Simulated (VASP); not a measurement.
# H6C3O in VASP: a series of runs

The runs below take H6C3O through single point, relaxation of the atoms, with PBE+D3(BJ).

All numbers are computed with VASP 6.6.1; they aren't measurements. Logs are shortened: lines on timing, memory, paths and dates and some standing lists are left out, and cuts for length are marked.

### Step 1. The cell of the first run

The cell holds an amorphous packing of atoms, 30 atoms: a = 7.542 Å, b = 7.542 Å, c = 7.542 Å, α = 90.00°, β = 90.00°, γ = 90.00°.

### Step 2. Single point, PBE+D3(BJ)

The input, INCAR:

```
PREC = Accurate
ENCUT = 520
EDIFF = 1E-6
ISMEAR = -1
SIGMA = 0.02
LREAL = Auto
LASPH = T
NELM = 60
ALGO = Normal
ISIF = 2
LWAVE = F
LCHARG = T
GGA = PE
IVDW = 12
LELF = T
LVHAR = T
NBANDS = 57
```

The input, KPOINTS:

```
Automatic mesh
0
Gamma
  1 1 1
```

The input, POSCAR:

```
H6C3O
1.0
    7.5419870000      0.0000000000      0.0000000000
    0.0000000000      7.5419870000      0.0000000000
    0.0000000000      0.0000000000      7.5419870000
O C H
3 9 18
Direct
   -0.0224874426      0.9212426380      0.7326186057
    0.2390351508      0.4170784171      0.2369932486
    0.7787337740      0.6615498011      1.2396600525
   -0.0461549456      0.7754852932      0.6605951455
    0.2953863485      0.2703664167      0.2252589404
    0.7008895666      0.6710433205      1.0957987597
    0.6566306731      0.2519230012      0.5020295050
    0.6884657849      0.1701143213      0.3477067781
    0.4010216406      0.7377896568      0.6973228673
    0.4252592851      0.6819025278      0.5243445792
    0.1069214253      0.3493111298      0.8126373063
    0.1556088601      0.3363967612      0.6400302732
   -0.0988201120      0.7413563561      0.5236948831
   -0.0106205434      0.6563522318      0.7389034216
    0.2529174341      0.1672901319      0.3189345195
    0.4216130312      0.2358264473      0.1485947934
    0.6900701367      0.7856682861      1.0153292494
    0.6132071031      0.5557819179      1.0274745899
    0.7270365223      0.3790645622      0.5229391141
    0.5475745318      0.2215729091      0.5994574109
    0.7945253684      0.1927078368      0.2522279606
    0.6163229929      0.0476930019      0.3061925193
    0.5004649305      0.8304973212      0.7660580693
    0.2741982981      0.7163099061      0.7661641422
    0.5263069268      0.7223825764      0.4317297285
    0.3057549688      0.6227271407      0.4664951027
   -0.0183506018      0.2994436347      0.8607811178
    0.1994567214      0.4015520048      0.9057162257
    0.0966456187      0.2620529577      0.5332414389
    0.2874706626      0.3777784289      0.5978132818
```

Potentials or basis: VASP PAW PBE potentials, release 64 (O, C, H).

Started as:

```
$ cat potpaw_PBE.64/O/POTCAR potpaw_PBE.64/C/POTCAR potpaw_PBE.64/H/POTCAR > POTCAR
$ mpirun -np 1 vasp_gam > vasp.out
```

OUTCAR:

```text
PREC = Accurate
   ENCUT = 520
   EDIFF = 1E-6
   ISMEAR = -1
   LREAL = Auto
   LASPH = T
   NELM = 60
   ISIF = 2
   GGA = PE
   IVDW = 12
 IVDW          = 12

 ion  position               nearest neighbor table
   1  0.978  0.921  0.733-   4 1.24
   2  0.239  0.417  0.237-   5 1.19
   3  0.779  0.662  0.240-   6 1.24
   4  0.954  0.775  0.661-  14 1.11  13 1.14   1 1.24
   5  0.295  0.270  0.225-  15 1.10  16 1.14   2 1.19
   6  0.701  0.671  0.096-  17 1.06  18 1.21   3 1.24
   7  0.657  0.252  0.502-  19 1.11  20 1.13   8 1.34
   8  0.688  0.170  0.348-  21 1.09  22 1.12   7 1.34
   9  0.401  0.738  0.697-  24 1.10  23 1.15  10 1.38
  10  0.425  0.682  0.524-  25 1.08  26 1.10   9 1.38
  11  0.107  0.349  0.813-  28 1.07  27 1.08  12 1.36
  12  0.156  0.336  0.640-  29 1.08  30 1.09  11 1.36
  13  0.901  0.741  0.524-   4 1.14
  14  0.989  0.656  0.739-   4 1.11
  15  0.253  0.167  0.319-   5 1.10
  16  0.422  0.236  0.149-   5 1.14
  17  0.690  0.786  0.015-   6 1.06
  18  0.613  0.556  0.027-   6 1.21
[... 10 lines left out ...]
  29  0.097  0.262  0.533-  12 1.08
  30  0.287  0.378  0.598-  12 1.09

  LATTYP: Found a simple cubic cell.
 ALAT       =     7.5419870000

  Lattice vectors:

 A1 = (   7.5419870000,   0.0000000000,   0.0000000000)
 A2 = (   0.0000000000,   7.5419870000,   0.0000000000)
 A3 = (   0.0000000000,   0.0000000000,   7.5419870000)

Analysis of symmetry for initial positions (statically):
=====================================================================
 Subroutine PRICEL returns:
 Original cell was already a primitive cell.

 Routine SETGRP: Setting up the symmetry group for a
 simple cubic supercell.

 Subroutine GETGRP returns: Found  1 space group operations
 (whereof  1 operations were pure point group operations)
 out of a pool of 48 trial point group operations.

The static configuration has the point symmetry C_1 .

Analysis of symmetry for dynamics (positions and initial velocities):
=====================================================================
 Subroutine PRICEL returns:
 Original cell was already a primitive cell.

 Routine SETGRP: Setting up the symmetry group for a
 simple cubic supercell.

 Subroutine GETGRP returns: Found  1 space group operations
 (whereof  1 operations were pure point group operations)
 out of a pool of 48 trial point group operations.

The dynamic configuration has the point symmetry C_1 .

 Subroutine INISYM returns: Found  1 space group operations
 (whereof  1 operations are pure point group operations),
 and found     1 'primitive' translations

----------------------------------------------------------------------------------------

                                     Primitive cell

  volume of cell :     429.0000

  direct lattice vectors                    reciprocal lattice vectors
     7.541987000  0.000000000  0.000000000     0.132591053  0.000000000  0.000000000
     0.000000000  7.541987000  0.000000000     0.000000000  0.132591053  0.000000000
     0.000000000  0.000000000  7.541987000     0.000000000  0.000000000  0.132591053

  length of vectors
     7.541987000  7.541987000  7.541987000     0.132591053  0.132591053  0.132591053

  position of ions in fractional coordinates (direct lattice)
     0.977512557  0.921242638  0.732618606
     0.239035151  0.417078417  0.236993249
     0.778733774  0.661549801  0.239660052
     0.953845054  0.775485293  0.660595145
     0.295386349  0.270366417  0.225258940
     0.700889567  0.671043320  0.095798760
[... 22 lines left out ...]
     0.096645619  0.262052958  0.533241439
     0.287470663  0.377778429  0.597813282

  ion indices of the primitive-cell ions
   primitive index   ion index
                 1           1
                 2           2
                 3           3
                 4           4
                 5           5
                 6           6
[... 22 lines left out ...]
                29          29
                30          30

----------------------------------------------------------------------------------------

 KPOINTS: Automatic mesh

Automatic generation of k-mesh.
 Grid dimensions read from file:
 generate k-points for:    1    1    1

 Generating k-lattice:

  Cartesian coordinates                     Fractional coordinates (reciprocal lattice)
     0.132591053  0.000000000  0.000000000     1.000000000  0.000000000  0.000000000
     0.000000000  0.132591053  0.000000000     0.000000000  1.000000000  0.000000000
     0.000000000  0.000000000  0.132591053     0.000000000  0.000000000  1.000000000

  Length of vectors
     0.132591053  0.132591053  0.132591053

  Shift w.r.t. Gamma in fractional coordinates (k-lattice)
     0.000000000  0.000000000  0.000000000

 Subroutine IBZKPT returns following result:
 ===========================================

 Found      1 irreducible k-points:

 Following reciprocal coordinates:
            Coordinates               Weight
  0.000000  0.000000  0.000000      1.000000
   k-points           NKPTS =      1   k-points in BZ     NKDIM =      1   number of bands    NBANDS=     57
   number of dos      NEDOS =    301   number of ions     NIONS =     30
   total plane-waves  NPLWV = 175616
   dimension x,y,z NGX =    56 NGY =   56 NGZ =   56
   dimension x,y,z NGXF=   112 NGYF=  112 NGZF=  112
   ions per type =               3   9  18
   NGX,Y,Z   is equivalent  to a cutoff of  12.34, 12.34, 12.34 a.u.
   NGXF,Y,Z  is equivalent  to a cutoff of  24.69, 24.69, 24.69 a.u.
 SYSTEM =  unknown system
   PREC   = accura    normal or accurate (medium, high low for compatibility)
   ISTART =      0    job   : 0-new  1-cont  2-samecut
   ICHARG =      2    charge: 1-file 2-atom 10-const
   ISPIN  =      1    spin polarized calculation?
   LNONCOLLINEAR =      F non collinear calculations
   LSORBIT =      F    spin-orbit coupling
   LASPH  =      T    aspherical Exc in radial PAW
   ENCUT  =  520.0 eV  38.22 Ry    6.18 a.u.  14.02 14.02 14.02*2*pi/ulx,y,z
   NELM   =     60;   NELMIN=  2; NELMDL= -5     # of ELM steps
   EDIFF  = 0.1E-05   stopping-criterion for ELM
   LREAL  =      T    real-space projection
   EDIFFG = 0.1E-04   stopping-criterion for IOM
   NSW    =      0    number of steps for IOM
   IBRION =     -1    ionic relax: 0-MD 1-quasi-New 2-CG
   NFREE  =      0    steps in history (QN), initial steepest desc. (CG)
   ISIF   =      2    stress and relaxation
   ISYM   =      2    0-nonsym 1-usesym 2-fastsym
   POTIM  = 0.5000    time-step for ionic-motion
   TEBEG  =    0.0;   TEEND  =   0.0 temperature during run
   PSTRESS=    0.0 pullay stress
   NELECT =      72.0000    total number of electrons
   NUPDOWN=      -1.0000    fix difference up-down
   EMIN   =  10.00;   EMAX   =-10.00  energy-range for DOS
   EFERMI =   0.00;   METHOD = LEGACY
   ISMEAR =    -1;   SIGMA  =   0.02  broadening in eV -4-tet -1-fermi 0-gaus
   EFERMI_NEDOS =   21; number of points for ismear=-14 and -15
   IALGO  =     38    algorithm
   IMIX   =      4    mixing-type and parameters
     AMIX     =   0.40;   BMIX     =  1.00
     AMIX_MAG =   1.60;   BMIX_MAG =  1.00
  volume/ion in A,a.u.               =      14.30        96.50
  Fermi-wavevector in a.u.,A,eV,Ry     =   0.903025  1.706470 11.094933  0.815455
  Thomas-Fermi vector in A             =   2.026300
   LORBIT       =      0    0 simple, 1 ext, 2 COOP (PROOUT), +10 PAW based schemes
   GGA     = PE    functional components
   LHFCALC =     F    Hartree Fock is set to
   AEXX    =    0.0000 exact exchange contribution
   IVDW    =    12    specifies the selected vdW correction
   LEPSILON=     F    determine dielectric tensor
   LRPA    =     F    only Hartree local field effects (RPA)
 non-spin polarized calculation
  energy-cutoff  :      520.00
  volume of cell :      429.00
 maximum number of plane-waves:      5757
   NGX = 29   NGY = 29   NGZ = 29

 number of electron      71.9999995 magnetization

 Free energy of the ion-electron system (eV)
  ---------------------------------------------------
  ext. energy  EPLUGINS =         0.00000000
  ---------------------------------------------------
  free energy    TOTEN  =      -161.38546070 eV

  energy without entropy =     -161.38546070  energy(sigma->0) =     -161.38546070

 E-fermi :  -2.5752     XC(G=0):  -5.9165

 val. band max:       -3.1366246800   @ k =   0.0000   0.0000   0.0000
 cond. band min:      -0.5021067310   @ k =   0.0000   0.0000   0.0000
 fundamental gap:      2.6345179490
 Fermi energy:        -2.5752382157

 k-point     1 :       0.0000    0.0000    0.0000
  band No.  band energies     occupation
      1     -24.4248      2.00000
      2     -23.9800      2.00000
      3     -23.3560      2.00000
      4     -16.1272      2.00000
      5     -15.9670      2.00000
      6     -15.7983      2.00000
[... 40 lines left out ...]
     47       3.8312      0.00000
     48       3.9861      0.00000
 [bands above 48 left out]

------------------------ aborting loop because EDIFF is reached ----------------------------------------

 Edisp (eV)   -1.11751

 E8    (eV) :    -0.2587

  FORCE on cell =-STRESS in cart. coord.  units (eV):
  Direction    XX          YY          ZZ          XY          YZ          ZX
  --------------------------------------------------------------------------------------
  -------------------------------------------------------------------------------------
  Total      -2.59215     1.85953    -9.31072    -1.46282    -4.76846     0.20104
  in kB      -9.68084     6.94474   -34.77254    -5.46316   -17.80867     0.75081
  external pressure =      -12.50 kB  Pullay stress =        0.00 kB

 VOLUME and BASIS-vectors are now :
 -----------------------------------------------------------------------------
  energy-cutoff  :      520.00
  volume of cell :      429.00
      direct lattice vectors                 reciprocal lattice vectors
     7.541987000  0.000000000  0.000000000     0.132591053  0.000000000  0.000000000
     0.000000000  7.541987000  0.000000000     0.000000000  0.132591053  0.000000000
     0.000000000  0.000000000  7.541987000     0.000000000  0.000000000  0.132591053

 POSITION                                       TOTAL-FORCE (eV/Angst)
 -----------------------------------------------------------------------------------
      7.37239      6.94800      5.52540        -0.579848     -0.874463     -1.295161
      1.80280      3.14560      1.78740        -1.119941      2.212534     -0.386599
      5.87320      4.98940      1.80751        -0.854998      0.006403     -1.769927
      7.19389      5.84870      4.98220         0.269103      0.464919      0.937689
      2.22780      2.03910      1.69890         2.354116     -1.643838      0.378254
      5.28610      5.06100      0.72251        -0.747779     -2.673665      1.145962
[... 22 lines left out ...]
      0.72890      1.97640      4.02170        -1.126555     -0.034599      0.037815
      2.16810      2.84920      4.50870         0.044730      0.320576      0.357598
 -----------------------------------------------------------------------------------
    total drift:                               -0.011731     -0.008736      0.007169

  FREE ENERGIE OF THE ION-ELECTRON SYSTEM (eV)
  ---------------------------------------------------
  free  energy   TOTEN  =      -162.5029732712 eV

  energy  without entropy=     -162.5029732712  energy(sigma->0) =     -162.50297327
```

Wall time 53 s (1 thread of Intel Xeon Platinum 8259CL at 2.50GHz (Skylake/Cascade Lake), shared host); peak memory 0.39 GiB.

Results:

| Quantity | Value |
| --- | --- |
| Free energy | -162.5030 eV |
| Pressure | -1.3 GPa |
| Largest force | 3.181 eV/Å |
| Band gap on the k mesh | 2.63 eV |
| Dispersion energy per atom | -0.037 eV |

Forces on the atoms (eV/Å):
```
O   -0.580 -0.874 -1.295
O   -1.120  2.213 -0.387
O   -0.855  0.006 -1.770
C    0.269  0.465  0.938
C    2.354 -1.644  0.378
C   -0.748 -2.674  1.146
C   -0.225  1.033 -0.201
C   -0.677 -1.745  0.030
C    1.443  0.765 -1.476
C   -1.877  1.128  2.306
C    0.052 -0.519 -2.061
C    0.828 -0.394  1.063
H    0.189  0.870  0.393
H   -0.082 -0.319 -0.029
H   -0.398 -0.724  0.034
H   -0.862  0.117 -0.208
H    0.380  1.762 -0.688
H    1.271  0.881  1.218
H   -0.085 -0.514  0.315
H    0.824 -0.123 -0.871
H    0.159  0.791  0.238
H    0.090  0.444  0.521
H   -0.899 -1.091 -0.639
H    0.535 -0.201 -0.077
H    0.642 -0.063  0.210
H    0.406 -0.302 -0.201
H   -0.308 -0.165  0.123
H    0.356  0.590  0.596
H   -1.127 -0.035  0.038
H    0.045  0.321  0.358
```

Levels at points of the mesh, in eV from the valence-band top:
```
           k point  band 33  band 34  band 35  band 36  band 37  band 38  band 39  band 40
(0.00, 0.00, 0.00)    -0.76    -0.67    -0.41     0.00     2.63     3.19     3.34     4.16
```

Caveat: the k points lie up to 0.83 Å⁻¹ apart.

(Part 1 of 4 ends here.)
